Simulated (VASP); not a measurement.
Here is a VASP 6.6.1 calculation.

INCAR

```
SYSTEM = LiGaI2
PREC = Accurate
ENCUT = 520
EDIFF = 1E-6
ISMEAR = 0
SIGMA = 0.1
LREAL = .FALSE.
LASPH = .TRUE.
NELM = 100
ALGO = Normal
ISIF = 2
LWAVE = .FALSE.
LCHARG = .TRUE.
GGA = PE
LELF = .TRUE.
LVHAR = .TRUE.
NBANDS = 23
```

The input KPOINTS:

```
regular mesh
0
G
  6 6 6
  0 0 0
```

POSCAR

```
LiGaI2
1.0
    2.2030871331      1.2719529493      7.5848071555
   -2.2030871331      1.2719529493      7.5848071555
    0.0000000000     -2.5439058987      7.5848071555
Li Ga I
1 1 2
Direct
    0.5000000000      0.5000000000      0.5000000000
    0.0000000000      0.0000000000      0.0000000000
    0.7599084654      0.7599084654      0.7599084654
    0.2400915346      0.2400915346      0.2400915346
```

Potentials or basis: VASP PAW PBE potentials, release 64 (Li_sv, Ga_d, I).

The run is started by

```console
$ cat potpaw_PBE.64/Li_sv/POTCAR potpaw_PBE.64/Ga_d/POTCAR potpaw_PBE.64/I/POTCAR > POTCAR
$ mpirun -np 1 vasp_std > vasp.out
```

Problem. Predict the band gap on the k mesh.

Solution. 1.96 eV (least direct gap 2.40 eV).

Problem. What does it give for the largest force?

Solution. 0.032 eV/Å.

Forces in eV/Å, atoms in the order of the input:
```
Li   0.000  0.000  0.000
Ga   0.000  0.000  0.000
I    0.000  0.000 -0.032
I    0.000  0.000  0.032
```

Caveat: spin-orbit coupling is left out, which moves the levels of the heavy elements. A k mesh can miss the band edges.
